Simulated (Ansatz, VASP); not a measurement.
**CuCl in VASP and in Ansatz**

INCAR

```
PREC = Accurate
ENCUT = 600
EDIFF = 1E-6
ISMEAR = 0
SIGMA = 0.01
LREAL = False
LASPH = True
NELM = 120
ALGO = Normal
ISIF = 2
LWAVE = False
LCHARG = False
GGA = PE
NBANDS = 16
GGA_COMPAT = False
```

File KPOINTS:

```
Automatic mesh
0
Gamma
  6 6 6
```

POSCAR

```
CuCl
1.0
    0.0000000000      2.7100000000      2.7100000000
    2.7100000000      0.0000000000      2.7100000000
    2.7100000000      2.7100000000      0.0000000000
Cu Cl
1 1
Direct
    0.0000000000      0.0000000000      0.0000000000
    0.2500000000      0.2500000000      0.2500000000
```

Input for Ansatz:

```yaml
crystal:
  atoms:
  - position: [0.0, 0.0, 0.0]
    symbol: Cu
  - position: [0.25, 0.25, 0.25]
    symbol: Cl
  lattice:
  - [0.0, 2.71, 2.71]
  - [2.71, 0.0, 2.71]
  - [2.71, 2.71, 0.0]
hamiltonian:
  dispersion: none
  pseudopotentials:
    dirac_shells:
      Cu: [2p]
    kind: all_electron
    lapw: {basis_error: 0.025 meV}
    relativity: scalar
  xc: pbe
kpoints:
  mp_grid:
    grid: [6, 6, 6]
    shift: [0, 0, 0]
magnetization: {spin_polarized: false}
output: {forces: true, stress: true}
scf:
  convergence: {dr2_threshold: 1e-10 eV}
  lower_state_search: 'off'
  max_iter: 200
  occupations: {method: fixed}
```

Alike in both runs: task single point; functional PBE; k mesh 6 × 6 × 6; no spin polarisation.

|  | VASP | Ansatz |
| --- | --- | --- |
| version | VASP 6.6.1 | Ansatz 0.2 development build |
| potentials or method | VASP PAW PBE potentials, release 64 (Cu, Cl), cutoff 600 eV | all-electron full-potential LAPW, scalar-relativistic |
| occupations | gaussian, width 0.01 eV | fixed |

```tsv
	VASP	Ansatz	Ansatz less VASP
gap on the k mesh at the Fermi level (eV)	0.54	0.53	-0.005
pressure (GPa)	0.2	0.2	-0.07
```

Ansatz ran all-electron here, and VASP with PAW potentials.
